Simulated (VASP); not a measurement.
The system is CuI (Marshite).

```xyz
2
Lattice="0.0000 3.0315 3.0315 3.0315 0.0000 3.0315 3.0315 3.0315 0.0000" Properties=species:S:1:pos:R:3 pbc="T T T"
I     0.0000    0.0000    0.0000
Cu    4.5473    4.5473    4.5473
```

* Program: VASP 6.6.1
* Task: relaxation of cell and atoms
* Functional: RPBE
* Dispersion: D3(BJ)
* Potentials or basis: VASP PAW PBE potentials, release 64 (I, Cu)
* Cutoff: 600 eV
* k mesh: 8 × 8 × 8
* Occupations: fermi-dirac, width 0.05 eV
* Spin: no spin polarisation

At the start: pressure -6.9 GPa; volume 27.86 Å³/atom.

Problem. How do energy, volume and symmetry change on relaxing?

Solution. Over 3 steps the energy falls by 106.7 meV/atom and the volume is 23.65 Å³/atom (-15.1 %); space group F-43m (No. 216, to 0.05 Å).

The path:
```tsv
step	energy change (eV)	largest force (eV/Å)	pressure (GPa)	volume (Å³)
1	0.0000	0.0000	-6.91	55.72
2	-0.2113	0.0000	1.01	46.58
3	-0.2135	0.0000	0.03	47.29
```

Final structure:
```
CELL_PARAMETERS angstrom
0.00000 2.87024 2.87024
2.87024 0.00000 2.87024
2.87024 2.87024 0.00000
ATOMIC_POSITIONS crystal
I 0.00000 0.00000 0.00000
Cu 0.75000 0.75000 0.75000
```

Caveat: the volume moved by over 15 % at a fixed basis, so the end points are rough; the PAW data sets were made with another functional, which shifts forces and pressure a little; the volume moved by -15 % from the deposited cell, more than functionals usually miss.
